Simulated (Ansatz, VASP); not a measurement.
## KCl in VASP and in Ansatz

```
K Cl
1.0
     0.00000    3.15610    3.18766
     3.15610    0.00000    3.18766
     3.15610    3.15610    0.00000
K Cl
1 1
Direct
  0.00000 0.00000 0.00000
  0.50000 0.50000 0.50000
```

Change from the starting cell: strain +0.0100 x Voigt [0, 0, 1, 0, 0, 0], atoms carried along.

Alike in both runs: task single point; functional PBE; k mesh 6 × 6 × 6; occupations gaussian, width 0.05 eV; no spin polarisation.

|  | VASP | Ansatz |
| --- | --- | --- |
| version | VASP 6.6.1 | Ansatz 0.2.0 |
| potentials or method | VASP PAW PBE potentials, release 64 (K_sv, Cl), cutoff 520 eV | scalar-relativistic, plane waves, PAW |
| valence electrons in the cell | 16 | 16 |

```tsv
	VASP	Ansatz	Ansatz less VASP
gap on the k mesh at the Fermi level (eV)	5.12	5.12	+0.002
least direct gap on the mesh (eV)	5.12	5.12	+0.002
pressure (GPa)	0.4	0.4	-0.02
traceless stress, the component that is largest in VASP (GPa)	-0.22	-0.22	+0.004
```
